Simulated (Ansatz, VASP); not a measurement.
# Bi in VASP and in Ansatz

```
CELL_PARAMETERS angstrom
2.26682 1.30875 3.88523
-2.26682 1.30875 3.88523
0.00000 -2.61749 3.88523
ATOMIC_POSITIONS crystal
Bi 0.23710 0.23710 0.23710
Bi 0.76290 0.76290 0.76290
```

Alike in both runs: functional PBE; dispersion D3(BJ); k mesh 12 × 12 × 12; occupations gaussian, width 0.1 eV; no spin polarisation.

Ansatz relaxed the structure, and its values are those at the end. VASP's run is a single point on that final structure, the one shown.

|  | VASP | Ansatz |
| --- | --- | --- |
| version | VASP 6.6.1 | Ansatz 0.2.0 |
| potentials or method | VASP PAW PBE potentials, release 64 (Bi_d), cutoff 520 eV | scalar-relativistic, plane waves, PAW |
| valence electrons in the cell | 30 | 30 |

VASP gave:

- gap on the k mesh at the Fermi level (eV): none
- pressure (GPa): -0.1
- rms of the force components (eV/Å): 0.004

**Question.** Which values does Ansatz return?

**Answer.** gap on the k mesh at the Fermi level (eV): none; pressure (GPa): 0.0; rms of the force components (eV/Å): 0.000.

A gap of «none» marks a metal or a gap that the smearing closes.

Spin-orbit coupling is off throughout.
